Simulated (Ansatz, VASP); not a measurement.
## One calculation of Ag, two programs

```
CELL_PARAMETERS angstrom
-1.65565 1.65565 1.84192
1.65565 -1.65565 1.84192
1.65565 1.65565 -1.84192
ATOMIC_POSITIONS crystal
Ag 0.00000 0.00000 0.00000
```

Change from the starting cell: strain +0.1125 x Voigt [0, 0, 1, 0, 0, 0], atoms carried along.

Alike in both runs: task single point; functional PBEsol; k mesh 20 × 20 × 20; occupations gaussian, width 0.15 eV; no spin polarisation.

```csv
,VASP,Ansatz
version,VASP 6.6.1,Ansatz 0.2.0
potentials or method,"VASP PAW PBE potentials, release 64 (Ag), cutoff 520 eV","scalar-relativistic, plane waves, PAW"
valence electrons in the cell,11,19
```

```csv
,VASP,Ansatz,Ansatz less VASP
gap on the k mesh at the Fermi level (eV),none,none,-
pressure (GPa),-12.6,-12.6,0.00
"traceless stress, the component that is largest in VASP (GPa)",0.75,0.75,+0.005
```

VASP's potentials were made for PBE, not for PBEsol. A gap of «none» marks a metal or a gap that the smearing closes. The functional is the same, so the differences come from potentials, cutoffs and numerics. VASP's potentials hold 11 valence electrons a cell and Ansatz's 19, so a difference there can come from the potentials and not from the codes.
